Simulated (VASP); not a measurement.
Set up this calculation in VASP 6.6.1, as the native input.

```
Task                   : single point
Functional             : LDA
Potentials or basis    : VASP PAW LDA potentials, release 64 (K_sv, Na_pv, I, Cl)
Cutoff                 : 520 eV
k mesh                 : 6 × 6 × 4
Occupations            : gaussian, width 0.05 eV
Spin                   : no spin polarisation
Dipole correction      : no
Further INCAR settings : ALGO = Normal; EDIFF = 1e-06; NBANDS = 23
```

The structure of KNaICl lies in POSCAR:

```
KNaICl
1.0
    4.0035430345      0.0000000000      0.0000000000
    0.0000000000      4.3206639094      0.0000000000
    0.0000000000      0.0000000000      6.9758314978
K Na I Cl
1 1 1 1
Direct
    0.5000000000      0.5000000000      0.5000000000
    0.0000000000      0.0000000000      0.0000000000
    0.5000000000      0.5000000000      0.0000000000
    0.0000000000      0.0000000000      0.5000000000
```

This cell differs from its parent crystal: strain +e along x and -e along y -0.0367, strain +e along z and -e/2 along x and y +0.0733.

One way to write it, as run:

INCAR

```
SYSTEM = KNaICl
  PREC = Accurate
  ENCUT = 520
  EDIFF = 1E-6
  ISMEAR = 0
  SIGMA = 0.05
  LREAL = .FALSE.
  LASPH = .TRUE.
  NELM = 60
  ALGO = Normal
  ISIF = 2
  LWAVE = .FALSE.
  LCHARG = .FALSE.
  GGA = CA
  NBANDS = 23
```

KPOINTS

```
Automatic mesh
0
G
  6 6 4
  0 0 0
```

Potentials or basis: VASP PAW LDA potentials, release 64 (K_sv, Na_pv, I, Cl).

The run is started by

```console
$ cat potpaw_LDA.64/K_sv/POTCAR potpaw_LDA.64/Na_pv/POTCAR potpaw_LDA.64/I/POTCAR potpaw_LDA.64/Cl/POTCAR > POTCAR
$ mpirun -np 1 vasp_std > vasp.out
```

Results of the run:

| Item | Value |
| --- | --- |
| Pressure | 1.2 GPa |
| Band gap on the k mesh | 3.68 eV, indirect (least direct gap 3.74 eV) |

Caveat: the cell differs from its parent crystal (strain +e along x and -e along y -0.0367, strain +e along z and -e/2 along x and y +0.0733); spin-orbit coupling is left out, which moves the levels of the heavy elements.

It took 56 s on 1 thread of AMD EPYC 9R45 96-Core Processor (Zen 5) (shared host), peak memory 0.25 GiB.
